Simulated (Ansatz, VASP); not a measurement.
## Cu3Sn in VASP and in Ansatz

```xyz
4
Lattice="0.0000 2.9902 2.9902 2.9902 0.0000 2.9902 2.9902 2.9902 0.0000" Properties=species:S:1:pos:R:3 pbc="T T T"
Cu    2.9902    2.9902    2.9902
Cu    4.4853    4.4853    4.4853
Cu    1.4951    1.4951    1.4951
Sn    0.0000    0.0000    0.0000
```

Alike in both runs: functional LDA; k mesh 12 × 12 × 12; occupations gaussian, width 0.1 eV; no spin polarisation.

Ansatz relaxed the structure, and its values are those at the end. VASP's run is a single point on that final structure, the one shown.

```csv
,VASP,Ansatz
version,VASP 6.6.1,Ansatz 0.2.0
potentials or method,"VASP PAW LDA potentials, release 64 (Cu, Sn_d), cutoff 520 eV","scalar-relativistic, plane waves, PAW"
valence electrons in the cell,47,71
```

```csv
,VASP,Ansatz,Ansatz less VASP
gap on the k mesh at the Fermi level (eV),none,none,-
pressure (GPa),0.3,0.0,-0.35
```

LDA's correlation is that of Perdew and Zunger in VASP and of Perdew and Wang (1992) in Ansatz. A gap of «none» marks a metal or a gap that the smearing closes. VASP's potentials hold 47 valence electrons a cell and Ansatz's 71, so a difference there can come from the potentials and not from the codes.
